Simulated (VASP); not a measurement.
A run of VASP 6.6.1 is set up as follows.

The input INCAR:

```
SYSTEM = Al
PREC = Accurate
ENCUT = 520
EDIFF = 1E-7
ISMEAR = 0
SIGMA = 0.15
LREAL = .False.
LASPH = .True.
NELM = 80
ALGO = Normal
ISIF = 2
LWAVE = .False.
LCHARG = .False.
GGA = PS
NBANDS = 8
```

File KPOINTS:

```
Automatic mesh
0
Gamma
  20 20 20
  0 0 0
```

The input POSCAR:

```
Al
1.0
   -1.6150869704      1.6150869704      1.5673504096
    1.6150869704     -1.6150869704      1.5673504096
    1.6150869704      1.6150869704     -1.5673504096
Al
1
Direct
    0.0000000000      0.0000000000      0.0000000000
```

Potentials or basis: VASP PAW PBE potentials, release 64 (Al).

Launch:

```sh
$ cat potpaw_PBE.64/Al/POTCAR > POTCAR
$ mpirun -np 1 vasp_std > vasp.out
```

What does it give for the pressure?

1.0 GPa.

What does it give for the band gap on the k mesh?

Zero (an odd number of electrons rules out a gap without spin polarisation).

Stress tensor (GPa, compression positive):
```
1.43 0.00 0.00
0.00 1.43 0.00
0.00 0.00 0.24
```

Caveat: the cell differs from its parent crystal (strain +0.015 along x and y, -0.015 along z); the PAW data sets were made with another functional, which shifts forces and pressure a little.
